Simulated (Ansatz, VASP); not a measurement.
# Two plane-wave programs on Si3F4

```
Si F
1.0
     5.27856    0.00000    0.00000
    -2.63928    4.57136    0.00000
     0.00000    0.00000    4.17176
Si F
3 4
Direct
  0.50000 0.00000 0.50000
  0.00000 0.50000 0.50000
  0.50000 0.50000 0.50000
  0.00000 0.00000 0.50000
  0.50000 0.00000 0.00000
  0.00000 0.50000 0.00000
  0.50000 0.50000 0.00000
```

Alike in both runs: task single point; functional PBE; k mesh 6 × 6 × 4; occupations gaussian, width 0.1 eV; collinear spin.

|  | VASP | Ansatz |
| --- | --- | --- |
| version | VASP 6.6.1 | Ansatz 0.2.0 |
| potentials or method | VASP PAW PBE potentials, release 64 (Si, F), cutoff 520 eV | scalar-relativistic, plane waves, PAW |
| valence electrons in the cell | 40 | 40 |

|  | VASP | Ansatz | Ansatz less VASP |
| --- | --- | --- | --- |
| gap on the k mesh at the Fermi level (eV) | none | none | - |
| pressure (GPa) | -6.8 | -6.6 | +0.19 |
| traceless stress, the component that is largest in VASP (GPa) | -18.85 | -19.02 | -0.175 |
| net moment per atom (μB) | 0.00 | 0.00 | 0.000 |

A gap of «none» marks a metal or a gap that the smearing closes. The functional is the same, so the differences come from potentials, cutoffs and numerics. Ansatz's warnings: seeded moment not kept.

The k mesh is coarse, so the values compare programs but aren't converged.
